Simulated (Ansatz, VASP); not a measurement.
One calculation of CdSe, two programs

```xyz
2
Lattice="0.0000 3.0574 3.0574 3.0574 0.0000 3.0574 3.0574 3.0574 0.0000" Properties=species:S:1:pos:R:3 pbc="T T T"
Cd    0.0000    0.0000    0.0000
Se    4.5862    4.5862    4.5862
```

Alike in both runs: functional PBE; dispersion D4; k mesh 5 × 5 × 5; no spin polarisation.

Ansatz relaxed the structure, and its values are those at the end. VASP's run is a single point on that final structure, the one shown.

|  | VASP | Ansatz |
| --- | --- | --- |
| version | VASP 6.6.1 | Ansatz 0.2.0 |
| potentials or method | VASP PAW PBE potentials, release 64 (Cd, Se) | plane waves, PAW |
| plane-wave cutoff (eV) | 520 | 420 |
| occupations | gaussian, width 0.01 eV | fixed |
| valence electrons in the cell | 18 | 36 |

```tsv
	VASP	Ansatz	Ansatz less VASP
pressure (GPa)	0.3	0.0	-0.31
```

VASP's potentials hold 18 valence electrons a cell and Ansatz's 36, so a difference there can come from the potentials and not from the codes.
